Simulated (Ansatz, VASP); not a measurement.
## Ir in VASP and in Ansatz

The input INCAR:

```
ALGO = Normal
EDIFF = 1E-6
ENCUT = 500
GGA_COMPAT = F
ISIF = 2
ISMEAR = 0
LASPH = T
LCHARG = F
LREAL = F
LWAVE = F
NBANDS = 14
NELM = 120
PREC = Accurate
SIGMA = 0.15
```

File KPOINTS:

```
k-points
0
Gamma
  8 8 8
```

File POSCAR:

```
Ir
1.0
    0.0000000000      2.0854598384      1.6266586740
    2.0854598384      0.0000000000      1.6266586740
    2.0854598384      2.0854598384      0.0000000000
Ir
1
Direct
    0.0000000000      0.0000000000      0.0000000000
```

Input for Ansatz:

```yaml
crystal:
  lattice:
    - [0.0, 2.0854598384, 1.626658674]
    - [2.0854598384, 0.0, 1.626658674]
    - [2.0854598384, 2.0854598384, 0.0]
  atoms:
    - { symbol: Ir, position: [0.0, 0.0, 0.0] }
basis:
  ecutwfc: 420
kpoints:
  mp_grid: { grid: [8, 8, 8] }
hamiltonian:
  xc: lda
scf:
  occupations: { method: gaussian, width: 0.15 }
output:
  forces: true
  stress: true
  eigenvalues: true
```

Alike in both runs: task single point; functional LDA; k mesh 8 × 8 × 8; occupations gaussian, width 0.15 eV; no spin polarisation.

```csv
,VASP,Ansatz
version,VASP 6.6.1,Ansatz 0.2.0
potentials or method,"VASP PAW LDA potentials, release 64 (Ir_sv_GW), cutoff 500 eV","scalar-relativistic, plane waves, PAW"
valence electrons in the cell,17,17
```

|  | VASP | Ansatz | Ansatz less VASP |
| --- | --- | --- | --- |
| gap on the k mesh at the Fermi level (eV) | none | none | - |
| pressure (GPa) | -0.1 | 1.7 | +1.82 |
| traceless stress, the component that is largest in VASP (GPa) | 28.98 | 29.13 | +0.148 |

LDA's correlation is that of Perdew and Zunger in VASP and of Perdew and Wang (1992) in Ansatz. A gap of «none» marks a metal or a gap that the smearing closes.

Spin-orbit coupling is off throughout.
